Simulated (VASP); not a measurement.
# Ta2H (C222) in VASP: further runs

The runs below take Ta2H through single point, with PBEsol.

Everything below comes from runs of VASP 6.6.1. Logs are shortened: lines on timing, memory, paths and dates and some standing lists are left out, and cuts for length are marked.

## (1) The cell of the first run

It takes space group C222 (No. 21, orthorhombic). The conventional cell has a = 3.322 Å, b = 4.579 Å, c = 4.594 Å, α = 90.00°, β = 90.00°, γ = 90.00°. Ta (site symmetry 2) has 2 H at 1.86 Å within 2.5 Å. H (site symmetry 222) has 4 Ta at 1.86 Å within 2.5 Å.

## (2) Single point, PBEsol

INCAR reads:

```
ALGO = Normal
EDIFF = 1E-7
ENCUT = 520
GGA = PS
ISIF = 2
ISMEAR = 1
LASPH = T
LCHARG = F
LREAL = F
LWAVE = F
NBANDS = 18
NELM = 80
PREC = Accurate
SIGMA = 0.15
```

KPOINTS reads:

```
k-points
0
Gamma
  10 10 6
```

POSCAR reads:

```
Ta2H
1.0
    1.6611196588     -2.2896281454      0.0000000000
    1.6611196588      2.2896281454      0.0000000000
    0.0000000000      0.0000000000      4.5943478554
Ta H
2 1
Direct
    0.0000000000      0.5000000000      0.2645700000
    0.5000000000      0.0000000000      0.7354300000
    0.0000000000      0.0000000000      0.0000000000
```

Potentials or basis: VASP PAW PBE potentials, release 64 (Ta_pv, H).

The run is started by

```console
> cat potpaw_PBE.64/Ta_pv/POTCAR potpaw_PBE.64/H/POTCAR > POTCAR
> mpirun -np 1 vasp_std > vasp.out
```

OUTCAR:

```text
EDIFF = 1E-7
   ENCUT = 520
   GGA = PS
   ISIF = 2
   ISMEAR = 1
   LASPH = T
   LREAL = F
   NELM = 80
   PREC = Accurate

 ion  position               nearest neighbor table
   1  0.000  0.500  0.265-   3 1.86   3 1.86   2 2.73   2 2.73   2 2.94   2 2.94   2 3.15   2 3.15
                             2 3.34   2 3.34
   2  0.500  0.000  0.735-   3 1.86   3 1.86   1 2.73   1 2.73   1 2.94   1 2.94   1 3.15   1 3.15
                             1 3.34   1 3.34
   3  0.000  0.000  0.000-   1 1.86   2 1.86   1 1.86   2 1.86

  LATTYP: Found a base centered orthorhombic cell.
 ALAT       =     3.3222393176
 B/A-ratio  =     1.3783643660
 C/A-ratio  =     1.3829069541

  Lattice vectors:

 A1 = (   1.6611196588,  -2.2896281454,   0.0000000000)
 A2 = (   1.6611196588,   2.2896281454,   0.0000000000)
 A3 = (   0.0000000000,   0.0000000000,   4.5943478554)

Analysis of symmetry for initial positions (statically):
=====================================================================
 Subroutine PRICEL returns:
 Original cell was already a primitive cell.

 Routine SETGRP: Setting up the symmetry group for a
 base centered orthorhombic supercell.

 Subroutine GETGRP returns: Found  4 space group operations
 (whereof  4 operations were pure point group operations)
 out of a pool of  8 trial point group operations.

The static configuration has the point symmetry D_2 .

Analysis of symmetry for dynamics (positions and initial velocities):
=====================================================================
 Subroutine PRICEL returns:
 Original cell was already a primitive cell.

 Routine SETGRP: Setting up the symmetry group for a
 base centered orthorhombic supercell.

 Subroutine GETGRP returns: Found  4 space group operations
 (whereof  4 operations were pure point group operations)
 out of a pool of  8 trial point group operations.

The dynamic configuration has the point symmetry D_2 .

 Subroutine INISYM returns: Found  4 space group operations
 (whereof  4 operations are pure point group operations),
 and found     1 'primitive' translations

----------------------------------------------------------------------------------------

                                     Primitive cell

  volume of cell :      34.9478

  direct lattice vectors                    reciprocal lattice vectors
     1.661119659 -2.289628145  0.000000000     0.301001796 -0.218376072  0.000000000
     1.661119659  2.289628145  0.000000000     0.301001796  0.218376072  0.000000000
     0.000000000  0.000000000  4.594347855     0.000000000  0.000000000  0.217658748

  length of vectors
     2.828730380  2.828730380  4.594347855     0.371873889  0.371873889  0.217658748

  position of ions in fractional coordinates (direct lattice)
     1.000000000  0.500000000  0.264570000
     0.500000000  1.000000000  0.735430000
     0.000000000  0.000000000  0.000000000

  ion indices of the primitive-cell ions
   primitive index   ion index
                 1           1
                 2           2
                 3           3

----------------------------------------------------------------------------------------

 KPOINTS: k-points

Automatic generation of k-mesh.
 Grid dimensions read from file:
 generate k-points for:   10   10    6

 Generating k-lattice:

  Cartesian coordinates                     Fractional coordinates (reciprocal lattice)
     0.030100180 -0.021837607  0.000000000     0.100000000  0.000000000  0.000000000
     0.030100180  0.021837607  0.000000000     0.000000000  0.100000000  0.000000000
     0.000000000  0.000000000  0.036276458     0.000000000  0.000000000  0.166666667

  Length of vectors
     0.037187389  0.037187389  0.036276458

  Shift w.r.t. Gamma in fractional coordinates (k-lattice)
     0.000000000  0.000000000  0.000000000

 Subroutine IBZKPT returns following result:
 ===========================================

 Found    124 irreducible k-points:

 Following reciprocal coordinates:
            Coordinates               Weight
  0.000000  0.000000  0.000000      1.000000
  0.100000  0.000000  0.000000      4.000000
  0.200000  0.000000  0.000000      4.000000
  0.300000  0.000000  0.000000      4.000000
  0.400000  0.000000  0.000000      4.000000
  0.500000  0.000000  0.000000      2.000000
[... 16 lines left out ...]
  0.300000  0.300000  0.000000      2.000000
  0.400000  0.300000  0.000000      4.000000
 [... further k-points ...]
   k-points           NKPTS =    124   k-points in BZ     NKDIM =    124   number of bands    NBANDS=     18
   number of dos      NEDOS =    301   number of ions     NIONS =      3
   total plane-waves  NPLWV =  20736
   dimension x,y,z NGX =    24 NGY =   24 NGZ =   36
   dimension x,y,z NGXF=    48 NGYF=   48 NGZF=   72
   ions per type =               2   1
   NGX,Y,Z   is equivalent  to a cutoff of  14.10, 14.10, 13.03 a.u.
   NGXF,Y,Z  is equivalent  to a cutoff of  28.21, 28.21, 26.05 a.u.
 SYSTEM =  unknown system
   PREC   = accura    normal or accurate (medium, high low for compatibility)
   ISTART =      0    job   : 0-new  1-cont  2-samecut
   ICHARG =      2    charge: 1-file 2-atom 10-const
   ISPIN  =      1    spin polarized calculation?
   LNONCOLLINEAR =      F non collinear calculations
   LSORBIT =      F    spin-orbit coupling
   LASPH  =      T    aspherical Exc in radial PAW
   ENCUT  =  520.0 eV  38.22 Ry    6.18 a.u.   5.26  5.26  8.54*2*pi/ulx,y,z
   NELM   =     80;   NELMIN=  2; NELMDL= -5     # of ELM steps
   EDIFF  = 0.1E-06   stopping-criterion for ELM
   LREAL  =      F    real-space projection
   EDIFFG = 0.1E-05   stopping-criterion for IOM
   NSW    =      0    number of steps for IOM
   IBRION =     -1    ionic relax: 0-MD 1-quasi-New 2-CG
   NFREE  =      0    steps in history (QN), initial steepest desc. (CG)
   ISIF   =      2    stress and relaxation
   ISYM   =      2    0-nonsym 1-usesym 2-fastsym
   POTIM  = 0.5000    time-step for ionic-motion
   TEBEG  =    0.0;   TEEND  =   0.0 temperature during run
   PSTRESS=    0.0 pullay stress
   NELECT =      23.0000    total number of electrons
   NUPDOWN=      -1.0000    fix difference up-down
   EMIN   =  10.00;   EMAX   =-10.00  energy-range for DOS
   EFERMI =   0.00;   METHOD = LEGACY
   ISMEAR =     1;   SIGMA  =   0.15  broadening in eV -4-tet -1-fermi 0-gaus
   EFERMI_NEDOS =   21; number of points for ismear=-14 and -15
   IALGO  =     38    algorithm
   IMIX   =      4    mixing-type and parameters
     AMIX     =   0.40;   BMIX     =  1.00
     AMIX_MAG =   1.60;   BMIX_MAG =  1.00
  volume/ion in A,a.u.               =      11.65        78.61
  Fermi-wavevector in a.u.,A,eV,Ry     =   1.424003  2.690975 27.589678  2.027784
  Thomas-Fermi vector in A             =   2.544540
   LORBIT       =      0    0 simple, 1 ext, 2 COOP (PROOUT), +10 PAW based schemes
   GGA     = PS    functional components
   LHFCALC =     F    Hartree Fock is set to
   AEXX    =    0.0000 exact exchange contribution
   IVDW    =     0    specifies the selected vdW correction
   LEPSILON=     F    determine dielectric tensor
   LRPA    =     F    only Hartree local field effects (RPA)
 non-spin polarized calculation
 Methfessel and Paxton  Order N= 1 SIGMA  =   0.15
  energy-cutoff  :      520.00
  volume of cell :       34.95
 maximum number of plane-waves:       958
 NGX is ok and might be reduce to    24
   NGX = 11   NGY = 11   NGZ = 17

 number of electron      23.0000000 magnetization

 Free energy of the ion-electron system (eV)
  ---------------------------------------------------
  ext. energy  EPLUGINS =         0.00000000
  ---------------------------------------------------
  free energy    TOTEN  =       -28.74934456 eV

  energy without entropy =      -28.74800444  energy(sigma->0) =      -28.74889786

 E-fermi :   6.1291     XC(G=0): -13.1396

 val. band max:        6.1254713026   @ k =   0.1000   0.1000   0.1667
 cond. band min:       6.1443052582   @ k =  -0.2000   0.1000   0.3333
 fundamental gap:      0.0188339555
 Fermi energy:         6.1290984033

 k-point     1 :       0.0000    0.0000    0.0000
  band No.  band energies     occupation
      1     -28.3073      2.00000
      2     -27.3387      2.00000
      3     -26.9244      2.00000
      4     -26.9082      2.00000
      5     -26.8784      2.00000
      6     -26.8440      2.00000
[... 10 lines left out ...]
     17      10.8920      0.00000
     18      14.0727      0.00000

 k-point     2 :       0.1000    0.0000    0.0000
  band No.  band energies     occupation
      1     -28.2652      2.00000
      2     -27.3841      2.00000
      3     -26.9903      2.00000
      4     -26.9566      2.00000
      5     -26.9231      2.00000
      6     -26.8671      2.00000
[... 10 lines left out ...]
     17      11.1833      0.00000
     18      14.1794      0.00000

 k-point     3 :       0.2000    0.0000    0.0000
  band No.  band energies     occupation
      1     -28.1463      2.00000
      2     -27.5456      2.00000
      3     -27.2505      2.00000
      4     -27.0432      2.00000
      5     -26.9810      2.00000
      6     -26.8901      2.00000
[... 10 lines left out ...]
     17      11.2429      0.00000
     18      14.7645      0.00000

 k-point     4 :       0.3000    0.0000    0.0000
  band No.  band energies     occupation
      1     -27.9778      2.00000
      2     -27.7878      2.00000
      3     -27.5631      2.00000
      4     -27.1309      2.00000
      5     -27.0327      2.00000
      6     -26.9191      2.00000
[... 10 lines left out ...]
     17      10.8278      0.00000
     18      14.3010      0.00000

 k-point     5 :       0.4000    0.0000    0.0000
  band No.  band energies     occupation
      1     -27.9929      2.00000
      2     -27.9070      2.00000
      3     -27.6718      2.00000
      4     -27.2851      2.00000
      5     -27.0349      2.00000
      6     -26.9492      2.00000
[... 10 lines left out ...]
     17      11.9924      0.00000
     18      14.8457      0.00000

 k-point     6 :       0.5000    0.0000    0.0000
  band No.  band energies     occupation
      1     -28.0695      2.00000
      2     -27.9727      2.00000
      3     -27.5074      2.00000
      4     -27.4582      2.00000
      5     -27.0278      2.00000
      6     -26.9651      2.00000
[... 10 lines left out ...]
     17      14.4002      0.00000
     18      14.5392      0.00000

 k-point     7 :       0.1000    0.1000    0.0000
  band No.  band energies     occupation
      1     -28.1856      2.00000
      2     -27.4316      2.00000
      3     -27.0760      2.00000
      4     -27.0035      2.00000
      5     -26.9760      2.00000
      6     -26.9595      2.00000
[... 10 lines left out ...]
     17      10.9680      0.00000
     18      14.5971      0.00000

 k-point     8 :       0.2000    0.1000    0.0000
  band No.  band energies     occupation
      1     -28.0378      2.00000
      2     -27.5653      2.00000
      3     -27.2980      2.00000
      4     -27.1661      2.00000
      5     -27.0540      2.00000
      6     -27.0016      2.00000
[... 10 lines left out ...]
     17      11.0546      0.00000
     18      14.3998      0.00000
[... 229 lines left out ...]
     17      14.0706      0.00000
     18      14.7012      0.00000

 k-point    20 :      -0.4000    0.2000    0.0000
  band No.  band energies     occupation
      1     -27.9521      2.00000
      2     -27.9145      2.00000
      3     -27.8053      2.00000
      4     -27.3056      2.00000
      5     -27.1262      2.00000
      6     -27.0328      2.00000
[... 10 lines left out ...]
     17      11.9547      0.00000
     18      15.0722      0.00000

 k-point    21 :      -0.3000    0.2000    0.0000
  band No.  band energies     occupation
      1     -28.0503      2.00000
      2     -27.7303      2.00000
      3     -27.6104      2.00000
      4     -27.3029      2.00000
      5     -27.0672      2.00000
      6     -26.9450      2.00000
[... 10 lines left out ...]
     17      12.2724      0.00000
     18      15.2014      0.00000

 k-point    22 :      -0.2000    0.2000    0.0000
  band No.  band energies     occupation
      1     -28.1482      2.00000
      2     -27.5456      2.00000
      3     -27.3784      2.00000
      4     -27.2388      2.00000
      5     -27.0113      2.00000
      6     -26.9127      2.00000
[... 10 lines left out ...]
     17      13.4188      0.00000
     18      13.6640      0.00000

 k-point    23 :       0.3000    0.3000    0.0000
  band No.  band energies     occupation
      1     -27.8465      2.00000
      2     -27.7467      2.00000
      3     -27.6648      2.00000
      4     -27.4705      2.00000
      5     -27.3679      2.00000
      6     -27.3501      2.00000
[... 10 lines left out ...]
     17      11.1582      0.00000
     18      13.3102      0.00000

 k-point    24 :       0.4000    0.3000    0.0000
  band No.  band energies     occupation
      1     -28.0263      2.00000
      2     -27.8533      2.00000
      3     -27.7028      2.00000
      4     -27.5421      2.00000
      5     -27.3585      2.00000
      6     -27.2003      2.00000
[... 10 lines left out ...]
     17      11.8738      0.00000
     18      14.8907      0.00000

 [... further k-points ...]

------------------------ aborting loop because EDIFF is reached ----------------------------------------

  FORCE on cell =-STRESS in cart. coord.  units (eV):
  Direction    XX          YY          ZZ          XY          YZ          ZX
  --------------------------------------------------------------------------------------
  -------------------------------------------------------------------------------------
  Total        3.9989142      5.2657362      5.2886047      0.0000000      0.0000000      0.0000000
  in kB      183.3297435    241.4070444    242.4554456      0.0000000      0.0000000      0.0000000
  external PRESSURE =     222.3974111 kB  Pullay stress =       0.0000000 kB

 VOLUME and BASIS-vectors are now :
 -----------------------------------------------------------------------------
  energy-cutoff  :      520.00
  volume of cell :       34.95
      direct lattice vectors                 reciprocal lattice vectors
     1.661119659 -2.289628145  0.000000000     0.301001796 -0.218376072  0.000000000
     1.661119659  2.289628145  0.000000000     0.301001796  0.218376072  0.000000000
     0.000000000  0.000000000  4.594347855     0.000000000  0.000000000  0.217658748

 POSITION                                       TOTAL-FORCE (eV/Angst)
 -----------------------------------------------------------------------------------
      0.83056      1.14481      1.21553        -0.000000      0.000000     -0.108156
      0.83056     -1.14481      3.37882         0.000000      0.000000      0.108156
      0.00000      0.00000      0.00000        -0.000000      0.000000      0.000000
 -----------------------------------------------------------------------------------
    total drift:                                0.000000     -0.000000      0.000000

  FREE ENERGIE OF THE ION-ELECTRON SYSTEM (eV)
  ---------------------------------------------------
  free  energy   TOTEN  =       -28.7493445619 eV

  energy  without entropy=      -28.7480044442  energy(sigma->0) =      -28.74889786
```

Wall time 51 s (1 thread of AMD EPYC 9R45 (Zen 5), shared host); peak memory 0.18 GiB.

What came out:

```
Free energy   : -28.7493 eV
Pressure      : 22.2 GPa
Largest force : 0.108 eV/Å
```

Forces on the atoms (eV/Å):
```
Ta   0.000  0.000 -0.108
Ta   0.000  0.000  0.108
H    0.000  0.000  0.000
```

Stress tensor (GPa, compression positive):
```
18.33  0.00  0.00
 0.00 24.14  0.00
 0.00  0.00 24.25
```

Levels at points of the mesh, in eV from the Fermi level:
| k point | band 8 | band 9 | band 10 | band 11 | band 12 | band 13 | band 14 | band 15 | band 16 | band 17 |
| --- | --- | --- | --- | --- | --- | --- | --- | --- | --- | --- |
| (0.00, 0.00, 0.00) | -4.92 | -3.35 | -0.46 | 0.17 | 0.23 | 0.96 | 3.26 | 4.04 | 4.11 | 4.76 |
| (0.50, 0.00, 0.00) | -3.43 | -2.91 | -1.95 | -0.83 | -0.83 | 3.07 | 3.27 | 4.41 | 4.48 | 8.27 |
| (0.50, 0.50, 0.00) | -4.92 | -4.44 | -2.72 | 0.17 | 3.91 | 4.37 | 6.61 | 6.78 | 6.80 | 6.85 |
| (0.00, 0.00, 0.50) | -6.02 | -2.49 | -1.45 | -0.94 | 0.44 | 2.55 | 3.23 | 3.38 | 3.55 | 3.64 |
| (0.50, 0.00, 0.50) | -4.86 | -2.02 | -1.92 | -0.16 | 1.34 | 3.33 | 3.44 | 4.71 | 4.71 | 7.37 |
| (0.50, 0.50, 0.50) | -3.45 | -3.37 | -2.31 | 0.23 | 0.28 | 0.87 | 1.74 | 7.01 | 7.27 | 7.54 |

Caveat: the PAW data sets were made with another functional, which shifts forces and pressure a little; spin-orbit coupling is left out, which moves the levels of the heavy elements.

## (3) Single point, PBEsol

This run uses another cell than the first one, of 11.97 Å³/atom, 1.028 times its volume.

INCAR reads:

```
PREC     = Accurate       # precision mode
ENCUT    = 520            # plane-wave cutoff, eV
EDIFF    = 1E-7           # SCF threshold, eV
ISMEAR   = 1              # smearing method
SIGMA    = 0.15           # smearing width, eV
LREAL    = False          # projectors in reciprocal space
LASPH    = True           # aspherical terms in the spheres
NELM     = 100            # most SCF steps
ALGO     = Normal         # electronic algorithm
ISIF     = 2              # what is computed and relaxed
LWAVE    = False          # write WAVECAR
LCHARG   = True           # write CHGCAR
GGA      = PS             # functional
LELF     = True           # ELF
LVHAR    = True         
NBANDS   = 18             # bands
```

KPOINTS reads:

```
Automatic mesh
0
Gamma
  10 10 6
```

POSCAR reads:

```
Ta2H
1.0
    1.6763601400     -2.3106350816      0.0000000000
    1.6763601400      2.3106350816      0.0000000000
    0.0000000000      0.0000000000      4.6365001903
Ta H
2 1
Direct
    0.0000000000      0.5000000000      0.2645700000
    0.5000000000      0.0000000000      0.7354300000
    0.0000000000      0.0000000000      0.0000000000
```

Potentials or basis: VASP PAW PBE potentials, release 64 (Ta_pv, H).

The run is started by

```console
> cat potpaw_PBE.64/Ta_pv/POTCAR potpaw_PBE.64/H/POTCAR > POTCAR
> mpirun -np 1 vasp_std > vasp.out
```

Run time: 53 s. Hardware: 1 thread of AMD EPYC 9R45 (Zen 5), shared host; peak memory 0.18 GiB.

Results (log left out):

```yaml
Free_energy: -28.8600 eV
Pressure: 14.3 GPa
Largest_force: 0.076 eV/Å
```

Forces on the atoms (eV/Å):
```
Ta   0.000  0.000 -0.076
Ta   0.000  0.000  0.076
H    0.000  0.000  0.000
```

Stress tensor (GPa, compression positive):
```
11.08  0.00  0.00
 0.00 15.75  0.00
 0.00  0.00 15.92
```

Levels at points of the mesh, in eV from the Fermi level:
```tsv
k point	band 9	band 10	band 11	band 12	band 13	band 14	band 15	band 16
(0.00, 0.00, 0.00)	-3.29	-0.51	0.17	0.23	0.91	3.18	3.90	3.99
(0.50, 0.00, 0.00)	-2.85	-1.90	-0.84	-0.83	2.98	3.17	4.26	4.34
(0.50, 0.50, 0.00)	-4.28	-2.63	0.08	3.78	4.22	6.38	6.54	6.57
(0.00, 0.00, 0.50)	-2.41	-1.39	-0.90	0.41	2.46	3.13	3.29	3.45
(0.50, 0.00, 0.50)	-1.95	-1.85	-0.27	1.20	3.22	3.33	4.56	4.56
(0.50, 0.50, 0.50)	-3.27	-2.24	0.22	0.27	0.83	1.68	6.74	7.02
```

Caveat: the PAW data sets were made with another functional, which shifts forces and pressure a little; spin-orbit coupling is left out, which moves the levels of the heavy elements.
